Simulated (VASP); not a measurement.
Here is a VASP 6.6.1 calculation.

The input INCAR:

```
  PREC = Accurate
  ENCUT = 520
  EDIFF = 1E-6
  ISMEAR = -1
  SIGMA = 0.1
  LREAL = F
  LASPH = T
  NELM = 80
  ALGO = Normal
  ISIF = 2
  LWAVE = F
  LCHARG = F
  GGA = CA
  NBANDS = 10
```

KPOINTS

```
Automatic mesh
0
Gamma
  19 19 19
```

Contents of POSCAR:

```
Re
1.0
   -1.4010520474      1.4010520474      1.4010520474
    1.4010520474     -1.4010520474      1.4010520474
    1.4010520474      1.4010520474     -1.4010520474
Re
1
Direct
    0.0000000000      0.0000000000      0.0000000000
```

Potentials or basis: VASP PAW LDA potentials, release 64 (Re).

Command:

```bash
$ cat potpaw_LDA.64/Re/POTCAR > POTCAR
$ mpirun -np 1 vasp_std > vasp.out
```

(1) What does it give for the pressure?

(2) Estimate the band gap on the k mesh.

Answers

(1) 205.0 GPa.

(2) zero (an odd number of electrons rules out a gap without spin polarisation).

Caveat: the cell stands under pressure; spin-orbit coupling is left out, which moves the levels of the heavy elements.
